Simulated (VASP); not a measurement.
# Ti3N3O in VASP: single point with PBE

Aim: the single point of Ti3N3O with PBE.

Program: VASP 6.6.1. These are calculated values, not measurements. Logs are shortened: lines on timing, memory, paths and dates and some standing lists are left out, and cuts for length are marked.

## (1) The cell of the first run

The cell holds a slab with vacuum, 7 atoms: a = 3.003 Å, b = 3.003 Å, c = 23.054 Å, α = 90.00°, β = 90.00°, γ = 120.00°.

## (2) Single point, PBE, collinear spin, ferromagnetic start

Input file INCAR:

```
SYSTEM = Ti3N3O
PREC = Accurate
ENCUT = 520
EDIFF = 1E-6
ISMEAR = 0
SIGMA = 0.1
LREAL = .False.
LASPH = .True.
NELM = 150
ALGO = Normal
ISIF = 2
LWAVE = .False.
LCHARG = .True.
ISPIN = 2
MAGMOM = 0 0 0 0 0 0 2
LORBIT = 11
LMAXMIX = 4
LDIPOL = .True.
IDIPOL = 3
DIPOL = 0.5 0.5 0.335
GGA = PE
LELF = .True.
LVHAR = .True.
LVACPOTAV = .True.
NBANDS = 42
```

Input file KPOINTS:

```
Automatic mesh
0
Gamma
  9 9 1
  0 0 0
```

Input file POSCAR:

```
Ti3N3O
1.0
    3.0028555065      0.0000000000      0.0000000000
   -1.5014277533      2.6005491526      0.0000000000
    0.0000000000      0.0000000000     23.0541471875
N Ti O
3 3 1
Direct
    0.3333333333      0.6666666667      0.1735045746
    0.0000000000      0.0000000000      0.2798551255
    0.6666666667      0.3333333333      0.3877458571
    0.6666666667      0.3333333333      0.2266798501
    0.3333333333      0.6666666667      0.3342486897
    0.0000000000      0.0000000000      0.4361101326
    0.3333333333      0.0000000000      0.5072470082
```

Potentials or basis: VASP PAW PBE potentials, release 64 (N, Ti_sv, O).

Run with:

```console
$ cat potpaw_PBE.64/N/POTCAR potpaw_PBE.64/Ti_sv/POTCAR potpaw_PBE.64/O/POTCAR > POTCAR
$ mpirun -np 1 vasp_std > vasp.out
```

OUTCAR:

```text
SYSTEM = Ti3N3O
   PREC = Accurate
   ENCUT = 520
   EDIFF = 1E-6
   ISMEAR = 0
   LREAL = .False.
   LASPH = .True.
   NELM = 150
   ISIF = 2
   ISPIN = 2
   LORBIT = 11
   GGA = PE

 ion  position               nearest neighbor table
   1  0.333  0.667  0.174-   4 2.12   4 2.12   4 2.12
   2  0.000  0.000  0.280-   4 2.12   4 2.12   4 2.12   5 2.14   5 2.14   5 2.14
   3  0.667  0.333  0.388-   6 2.06   6 2.06   6 2.06   5 2.13   5 2.13   5 2.13
   4  0.667  0.333  0.227-   2 2.12   2 2.12   2 2.12   1 2.12   1 2.12   1 2.12
   5  0.333  0.667  0.334-   3 2.13   3 2.13   3 2.13   2 2.14   2 2.14   2 2.14   6 2.92   6 2.92
                             6 2.92
   6  0.000  0.000  0.436-   7 1.92   3 2.06   3 2.06   3 2.06   5 2.92   5 2.92   5 2.92
   7  0.333  0.000  0.507-   6 1.92

  LATTYP: Found a hexagonal cell.
 ALAT       =     3.0028555065
 C/A-ratio  =     7.6774080996

  Lattice vectors:

 A1 = (   3.0028555065,   0.0000000000,   0.0000000000)
 A2 = (  -1.5014277533,   2.6005491526,   0.0000000000)
 A3 = (   0.0000000000,   0.0000000000,  23.0541471875)

Analysis of symmetry for initial positions (statically):
=====================================================================
 Subroutine PRICEL returns:
 Original cell was already a primitive cell.

 Routine SETGRP: Setting up the symmetry group for a
 hexagonal supercell.

 Subroutine GETGRP returns: Found  1 space group operations
 (whereof  1 operations were pure point group operations)
 out of a pool of 24 trial point group operations.

The static configuration has the point symmetry C_1 .

Analysis of symmetry for dynamics (positions and initial velocities):
=====================================================================
 Subroutine PRICEL returns:
 Original cell was already a primitive cell.

 Routine SETGRP: Setting up the symmetry group for a
 hexagonal supercell.

 Subroutine GETGRP returns: Found  1 space group operations
 (whereof  1 operations were pure point group operations)
 out of a pool of 24 trial point group operations.

The dynamic configuration has the point symmetry C_1 .

Analysis of structural, dynamic, and magnetic symmetry:
=====================================================================
 Subroutine PRICEL returns:
 Original cell was already a primitive cell.

 Routine SETGRP: Setting up the symmetry group for a
 hexagonal supercell.

 Subroutine GETGRP returns: Found  1 space group operations
 (whereof  1 operations were pure point group operations)
 out of a pool of 24 trial point group operations.

The overall configuration has the point symmetry C_1 .

 Subroutine INISYM returns: Found  1 space group operations
 (whereof  1 operations are pure point group operations),
 and found     1 'primitive' translations

----------------------------------------------------------------------------------------

                                     Primitive cell

  volume of cell :     180.0315

  direct lattice vectors                    reciprocal lattice vectors
     3.002855506  0.000000000  0.000000000     0.333016357  0.192267083  0.000000000
    -1.501427753  2.600549153  0.000000000     0.000000000  0.384534166  0.000000000
     0.000000000  0.000000000 23.054147187     0.000000000  0.000000000  0.043376144

  length of vectors
     3.002855506  3.002855507 23.054147187     0.384534166  0.384534166  0.043376144

  position of ions in fractional coordinates (direct lattice)
     0.333333333  0.666666667  0.173504575
     0.000000000  0.000000000  0.279855125
     0.666666667  0.333333333  0.387745857
     0.666666667  0.333333333  0.226679850
     0.333333333  0.666666667  0.334248690
     0.000000000  0.000000000  0.436110133
     0.333333333  0.000000000  0.507247008

  ion indices of the primitive-cell ions
   primitive index   ion index
                 1           1
                 2           2
                 3           3
                 4           4
                 5           5
                 6           6
                 7           7

[... 54 lines left out ...]
   number of dos      NEDOS =    301   number of ions     NIONS =      7
   total plane-waves  NPLWV = 103680
   dimension x,y,z NGX =    24 NGY =   24 NGZ =  180
   dimension x,y,z NGXF=    48 NGYF=   48 NGZF=  360
   ions per type =               3   3   1
   NGX,Y,Z   is equivalent  to a cutoff of  13.29, 13.29, 12.98 a.u.
   NGXF,Y,Z  is equivalent  to a cutoff of  26.57, 26.57, 25.96 a.u.
 SYSTEM =  Ti3N3O
   PREC   = accura    normal or accurate (medium, high low for compatibility)
   ISTART =      0    job   : 0-new  1-cont  2-samecut
   ICHARG =      2    charge: 1-file 2-atom 10-const
   ISPIN  =      2    spin polarized calculation?
   LNONCOLLINEAR =      F non collinear calculations
   LSORBIT =      F    spin-orbit coupling
   LASPH  =      T    aspherical Exc in radial PAW
   ENCUT  =  520.0 eV  38.22 Ry    6.18 a.u.   5.58  5.58 42.87*2*pi/ulx,y,z
   NELM   =    150;   NELMIN=  2; NELMDL= -5     # of ELM steps
   EDIFF  = 0.1E-05   stopping-criterion for ELM
   LREAL  =      F    real-space projection
   EDIFFG = 0.1E-04   stopping-criterion for IOM
   NSW    =      0    number of steps for IOM
   IBRION =     -1    ionic relax: 0-MD 1-quasi-New 2-CG
   NFREE  =      0    steps in history (QN), initial steepest desc. (CG)
   ISIF   =      2    stress and relaxation
   ISYM   =      2    0-nonsym 1-usesym 2-fastsym
   POTIM  = 0.5000    time-step for ionic-motion
   TEBEG  =    0.0;   TEEND  =   0.0 temperature during run
   PSTRESS=    0.0 pullay stress
   NELECT =      57.0000    total number of electrons
   NUPDOWN=      -1.0000    fix difference up-down
   EMIN   =  10.00;   EMAX   =-10.00  energy-range for DOS
   EFERMI =   0.00;   METHOD = LEGACY
   ISMEAR =     0;   SIGMA  =   0.10  broadening in eV -4-tet -1-fermi 0-gaus
   EFERMI_NEDOS =   21; number of points for ismear=-14 and -15
   IALGO  =     38    algorithm
   IMIX   =      4    mixing-type and parameters
     AMIX     =   0.40;   BMIX     =  1.00
     AMIX_MAG =   1.60;   BMIX_MAG =  1.00
  volume/ion in A,a.u.               =      25.72       173.56
  Fermi-wavevector in a.u.,A,eV,Ry     =   1.115793  2.108543 16.939169  1.244994
  Thomas-Fermi vector in A             =   2.252401
   LORBIT       =     11    0 simple, 1 ext, 2 COOP (PROOUT), +10 PAW based schemes
   GGA     = PE    functional components
   LHFCALC =     F    Hartree Fock is set to
   AEXX    =    0.0000 exact exchange contribution
   IVDW    =     0    specifies the selected vdW correction
   LEPSILON=     F    determine dielectric tensor
   LRPA    =     F    only Hartree local field effects (RPA)
 spin polarized calculation
 Gauss-broadening in eV      SIGMA  =   0.10
  energy-cutoff  :      520.00
  volume of cell :      180.03
 maximum number of plane-waves:      4899
   NGX = 11   NGY = 11   NGZ = 85

 dipolmoment           0.000000      0.000000     -0.003827 electrons x Angstroem

 number of electron      57.0000011 magnetization       0.0000541

 dipolmoment           0.000000      0.000000      0.031327 electrons x Angstroem

 Free energy of the ion-electron system (eV)
  ---------------------------------------------------
  ext. energy  EPLUGINS =         0.00000000
  ---------------------------------------------------
  free energy    TOTEN  =       -61.80785354 eV

  energy without entropy =      -61.78910138  energy(sigma->0) =      -61.79847746

 E-fermi :  -1.9682     XC(G=0):  -5.4398

 val. band max:       -1.9710067919   @ k =  -0.4444   0.2222   0.0000
 cond. band min:      -1.9672500983   @ k =  -0.3333   0.2222   0.0000
 fundamental gap:      0.0037566936
 Fermi energy:        -1.9681855990

 spin component 1

 k-point     1 :       0.0000    0.0000    0.0000
  band No.  band energies     occupation
      1     -59.6091      1.00000
      2     -59.2673      1.00000
      3     -58.5528      1.00000
      4     -36.0420      1.00000
      5     -35.6752      1.00000
      6     -35.6614      1.00000
[... 1021 lines left out ...]
     39       1.8050      0.00000
     40       2.1804      0.00000

 [... further k-points ...]

 spin component 2

 k-point     1 :       0.0000    0.0000    0.0000
  band No.  band energies     occupation
      1     -59.6091      1.00000
      2     -59.2673      1.00000
      3     -58.5528      1.00000
      4     -36.0420      1.00000
      5     -35.6752      1.00000
      6     -35.6614      1.00000
[... 1021 lines left out ...]
     39       1.8050      0.00000
     40       2.1804      0.00000

 [... further k-points ...]

 [bands above 40 left out]

------------------------ aborting loop because EDIFF is reached ----------------------------------------

  FORCE on cell =-STRESS in cart. coord.  units (eV):
  Direction    XX          YY          ZZ          XY          YZ          ZX
  --------------------------------------------------------------------------------------
  -------------------------------------------------------------------------------------
  Total       -1.8661885      0.6416130     -9.8445469     -0.1806234     -1.1591179     -0.6501978
  in kB      -16.6080072      5.7099876    -87.6108213     -1.6074445    -10.3154842     -5.7863872
  external PRESSURE =     -32.8362803 kB  Pullay stress =       0.0000000 kB

 VOLUME and BASIS-vectors are now :
 -----------------------------------------------------------------------------
  energy-cutoff  :      520.00
  volume of cell :      180.03
      direct lattice vectors                 reciprocal lattice vectors
     3.002855506  0.000000000  0.000000000     0.333016357  0.192267083  0.000000000
    -1.501427753  2.600549153  0.000000000     0.000000000  0.384534166  0.000000000
     0.000000000  0.000000000 23.054147187     0.000000000  0.000000000  0.043376144

 POSITION                                       TOTAL-FORCE (eV/Angst)
 -----------------------------------------------------------------------------------
     -0.00000      1.73370      4.00000         0.020371     -0.001985      4.186731
      0.00000      0.00000      6.45182         0.021821     -0.006414      1.181215
      1.50143      0.86685      8.93915        -0.450239      0.366277     -0.573534
      1.50143      0.86685      5.22591        -0.003842     -0.017295     -5.300253
     -0.00000      1.73370      7.70582        -0.075136      0.093895     -0.624899
      0.00000      0.00000     10.05415         1.185041     -0.038817      5.927321
      1.00095      0.00000     11.69415        -0.698016     -0.395662     -4.796581
 -----------------------------------------------------------------------------------
    total drift:                               -0.000018     -0.000003      0.000117

  FREE ENERGIE OF THE ION-ELECTRON SYSTEM (eV)
  ---------------------------------------------------
  free  energy   TOTEN  =       -61.8078535410 eV

  energy  without entropy=      -61.7891013766  energy(sigma->0) =      -61.79847746

 vacuum level on the upper side and lower side of the slab         6.951         6.225

 total charge

# of ion       s       p       d       tot
------------------------------------------
    1        1.311   2.200   0.000   3.511
    2        1.250   2.491   0.000   3.742
    3        1.251   2.527   0.000   3.778
    4        2.192   6.225   1.886  10.303
    5        2.183   6.227   1.966  10.376
    6        2.189   6.209   1.956  10.353
    7        1.606   3.176   0.000   4.782
--------------------------------------------------
tot         11.982  29.054   5.808  46.844

 magnetization (x)

# of ion       s       p       d       tot
------------------------------------------
    1        0.000   0.000   0.000   0.000
    2        0.000   0.000   0.000   0.000
    3        0.000   0.000   0.000   0.000
    4       -0.000   0.000  -0.000  -0.000
    5        0.000  -0.000   0.000   0.000
    6       -0.000  -0.000  -0.000  -0.000
    7        0.000   0.000   0.000   0.000
--------------------------------------------------
tot          0.000   0.000  -0.000   0.000
```

It took 19 min on 1 thread of AMD EPYC 9R45 (Zen 5), shared host; peak memory 0.65 GiB.

What came out:

```
Free energy                                           : -61.8079 eV
Largest force                                         : 6.045 eV/Å
Net moment                                            : 0.00 μB per cell
Valence electrons inside the program's atomic spheres : N 3.51, 3.74, 3.78; Ti 10.30, 10.38, 10.35; O 4.78
```

Forces on the atoms (eV/Å):
```
N    0.020 -0.002  4.187
N    0.022 -0.006  1.181
N   -0.450  0.366 -0.574
Ti  -0.004 -0.017 -5.300
Ti  -0.075  0.094 -0.625
Ti   1.185 -0.039  5.927
O   -0.698 -0.396 -4.797
```
